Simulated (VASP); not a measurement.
Input of a VASP 6.6.1 run:

File INCAR:

```
SYSTEM = GaSb3
PREC = Accurate
ENCUT = 520
EDIFF = 1E-6
ISMEAR = 0
SIGMA = 0.15
LREAL = .FALSE.
LASPH = .TRUE.
NELM = 60
ALGO = Normal
ISIF = 2
LWAVE = .FALSE.
LCHARG = .FALSE.
GGA = PE
IVDW = 12
NBANDS = 22
```

Contents of KPOINTS:

```
Automatic mesh
0
G
  10 10 10
  0 0 0
```

The input POSCAR:

```
GaSb3
1.0
    0.0000000000      3.6966479281      3.6481278280
    3.6966479281      0.0000000000      3.6481278280
    3.6966479281      3.6966479281      0.0000000000
Ga Sb
1 3
Direct
    0.0000000000      0.0000000000      0.0000000000
    0.2561675470      0.2438324530      0.2438324530
    0.7438324530      0.7561675470      0.7561675470
    0.5000000000      0.5000000000      0.5000000000
```

Potentials or basis: VASP PAW PBE potentials, release 64 (Ga_d, Sb).

Command:

```console
$ cat potpaw_PBE.64/Ga_d/POTCAR potpaw_PBE.64/Sb/POTCAR > POTCAR
$ mpirun -np 1 vasp_std > vasp.out
```

Question: Estimate the pressure.

Answer: -1.5 GPa.

Question: What does it give for the dispersion energy per atom?

Answer: -0.467 eV.

Stress tensor (GPa, compression positive):
```
-1.67  0.00  0.00
 0.00 -1.68 -0.32
 0.00 -0.32 -1.24
```

Caveat: the cell differs from its parent crystal (atoms displaced along a vibrational mode, the cell strained).
